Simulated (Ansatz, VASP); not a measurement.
**Two plane-wave programs on KI2**

```
CELL_PARAMETERS angstrom
7.87677 0.00000 0.00000
0.00000 7.87677 0.00000
0.00000 0.00000 7.87677
ATOMIC_POSITIONS crystal
K 0.00000 0.00000 0.00000
K 0.50000 0.50000 0.50000
I 0.25000 0.25000 0.25000
I 0.75000 0.75000 0.25000
I 0.75000 0.25000 0.75000
I 0.25000 0.75000 0.75000
```

Alike in both runs: functional PBE; k mesh 6 × 6 × 6; occupations gaussian, width 0.1 eV; no spin polarisation.

Ansatz relaxed the structure, and its values are those at the end. VASP's run is a single point on that final structure, the one shown.

|  | VASP | Ansatz |
| --- | --- | --- |
| version | VASP 6.6.1 | Ansatz 0.2.0 |
| potentials or method | VASP PAW PBE potentials, release 64 (K_sv, I), cutoff 520 eV | scalar-relativistic, plane waves, PAW |
| valence electrons in the cell | 46 | 86 |

```csv
,VASP,Ansatz,Ansatz less VASP
pressure (GPa),0.0,0.0,-0.01
```

With one functional, cell and mesh, what is left measures potentials, basis and numerics. VASP's potentials hold 46 valence electrons a cell and Ansatz's 86, so a difference there can come from the potentials and not from the codes.

Neither program's run includes spin-orbit coupling.
